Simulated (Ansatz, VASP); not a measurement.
**One calculation of Os, two programs**

File INCAR:

```
SYSTEM = Os
PREC = Accurate
ENCUT = 520
EDIFF = 1E-6
ISMEAR = 0
SIGMA = 0.15
LREAL = .False.
LASPH = .True.
NELM = 60
ALGO = Fast
ISIF = 2
LWAVE = .False.
LCHARG = .True.
GGA = PS
LELF = .True.
LVHAR = .True.
NBANDS = 15
```

File KPOINTS:

```
regular mesh
0
Gamma
  24 24 12
  0 0 0
```

File POSCAR:

```
Os
1.0
    2.8111570911      0.0000000000      0.0000000000
   -1.4055785456      2.4345334549      0.0000000000
    0.0000000000      0.0000000000      4.0861296088
Os
2
Direct
    0.3333333333      0.6666666667      0.2500000000
    0.6666666667      0.3333333333      0.7500000000
```

Input for Ansatz:

```yaml
crystal:
  lattice:
    - [2.8111570911, 0.0, 0.0]
    - [-1.4055785456, 2.4345334549, 0.0]
    - [0.0, 0.0, 4.0861296088]
  atoms:
    - { symbol: Os, position: [0.3333333333, 0.6666666667, 0.25] }
    - { symbol: Os, position: [0.6666666667, 0.3333333333, 0.75] }
basis:
  ecutwfc: 420
kpoints:
  mp_grid: { grid: [24, 24, 12] }
hamiltonian:
  xc: pbesol
scf:
  occupations: { method: gaussian, width: 0.15 }
output:
  forces: true
  stress: true
  eigenvalues: true
```

Alike in both runs: task single point; functional PBEsol; k mesh 24 × 24 × 12; occupations gaussian, width 0.15 eV; no spin polarisation.

|  | VASP | Ansatz |
| --- | --- | --- |
| version | VASP 6.6.1 | Ansatz 0.2.0 |
| potentials or method | VASP PAW PBE potentials, release 64 (Os), cutoff 520 eV | scalar-relativistic, plane waves, PAW |
| valence electrons in the cell | 16 | 32 |

VASP gave:

```
gap on the k mesh at the Fermi level (eV)                     : none
pressure (GPa)                                                : 2.6
traceless stress, the component that is largest in VASP (GPa) : 30.57
```

Q: Which values does Ansatz return?

A: gap on the k mesh at the Fermi level (eV): none; pressure (GPa): 2.1; traceless stress, the component that is largest in VASP (GPa): 30.77.

VASP's potentials were made for PBE, not for PBEsol. A gap of «none» marks a metal or a gap that the smearing closes. VASP's potentials hold 16 valence electrons a cell and Ansatz's 32, so a difference there can come from the potentials and not from the codes.

Spin-orbit coupling is off throughout.
